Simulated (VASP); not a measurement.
A run of VASP 6.6.1:

Contents of POSCAR:

```
Co
1.0
    2.4715232260      0.0000000000      0.0000000000
   -1.2357616130      2.1404018997      0.0000000000
    0.0000000000      0.0000000000      4.0271144694
Co
2
Direct
    0.3333333333      0.6666666667      0.2500000000
    0.6666666667      0.3333333333      0.7500000000
```

Contents of INCAR.step1:

```
SYSTEM = Co
PREC     = Accurate       ! precision mode
ENCUT    = 520            ! plane-wave cutoff, eV
ISMEAR   = 0              ! smearing method
SIGMA    = 0.01           ! smearing width, eV
LREAL    = .False.        ! projectors in reciprocal space
LASPH    = .True.         ! aspherical terms in the spheres
NELM     = 150            ! most SCF steps
ISPIN    = 2              ! spin polarisation
MAGMOM   = 1.891 1.891    ! initial moments
LMAXMIX  = 4              ! l up to which the mixer works
NBANDS   = 20             ! bands
GGA      = PE             ! functional
ALGO     = Normal         ! electronic algorithm
EDIFF    = 1E-4           ! SCF threshold, eV
LWAVE    = .True.         ! write WAVECAR
LCHARG   = .False.        ! write CHGCAR
```

File INCAR.step2:

```
SYSTEM = Co
PREC     = Accurate       ! precision mode
ENCUT    = 520            ! plane-wave cutoff, eV
EDIFF    = 1E-6           ! SCF threshold, eV
ISMEAR   = 0              ! smearing method
SIGMA    = 0.01           ! smearing width, eV
LREAL    = .False.        ! projectors in reciprocal space
LASPH    = .True.         ! aspherical terms in the spheres
NELM     = 150            ! most SCF steps
ALGO     = Normal         ! electronic algorithm
ISIF     = 2              ! what is computed and relaxed
LWAVE    = .False.        ! write WAVECAR
LCHARG   = .True.         ! write CHGCAR
ISPIN    = 2              ! spin polarisation
MAGMOM   = 1.891 1.891    ! initial moments
LORBIT   = 11             ! projections on sites
LMAXMIX  = 4              ! l up to which the mixer works
METAGGA  = R2SCAN         ! meta-GGA
LMIXTAU  = .True.       
LELF     = .True.         ! ELF
LVHAR    = .True.       
NBANDS   = 20             ! bands
ISTART   = 1
```

Contents of KPOINTS:

```
Automatic mesh
0
Gamma
  15 15 8
  0 0 0
```

Potentials or basis: VASP PAW PBE potentials, release 64 (Co).

Run with:

```console
$ cat potpaw_PBE.64/Co/POTCAR > POTCAR
$ cp INCAR.step1 INCAR
$ mpirun -np 1 vasp_std > vasp.out
$ cp INCAR.step2 INCAR
$ mpirun -np 1 vasp_std > vasp.out
```

Hardware: 1 thread of Intel(R) Xeon(R) Platinum 8488C (Sapphire Rapids) (shared host).

Problem. Estimate the wall time of this run.

Solution. It took 3.7 min on 1 thread of Intel(R) Xeon(R) Platinum 8488C (Sapphire Rapids), on a shared host, peak memory 0.2 GiB. Counts: k points 135.
